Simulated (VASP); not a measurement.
Input of a VASP 6.6.1 run:

INCAR

```
SYSTEM = NaCl
PREC = Accurate
ENCUT = 520
EDIFF = 1E-6
ISMEAR = 0
SIGMA = 0.01
LREAL = .False.
LASPH = .True.
NELM = 60
ALGO = Normal
ISIF = 2
LWAVE = .False.
LCHARG = .False.
GGA = PS
NBANDS = 14
```

File KPOINTS:

```
regular mesh
0
Gamma
  8 8 8
  0 0 0
```

Contents of POSCAR:

```
NaCl
1.0
    0.0000000000      2.8009525376      2.8009525376
    2.8009525376      0.0000000000      2.8009525376
    2.8009525376      2.8009525376      0.0000000000
Na Cl
1 1
Direct
   -0.0017851070     -0.0017851070     -0.0017851070
    0.5000000000      0.5000000000      0.5000000000
```

Potentials or basis: VASP PAW PBE potentials, release 64 (Na_pv, Cl).

Run with:

```bash
$ cat potpaw_PBE.64/Na_pv/POTCAR potpaw_PBE.64/Cl/POTCAR > POTCAR
$ mpirun -np 1 vasp_std > vasp.out
```

Task: What does it give for the largest force?

Result: 0.025 eV/Å.

Task: What does it give for the band gap on the k mesh?

Result: 5.01 eV.

Forces on the atoms (eV/Å):
```
Na   0.014  0.014  0.014
Cl  -0.014 -0.014 -0.014
```

Caveat: the cell differs from its parent crystal (-0.01, -0.01] A); the PAW data sets were made with another functional, which shifts forces and pressure a little.
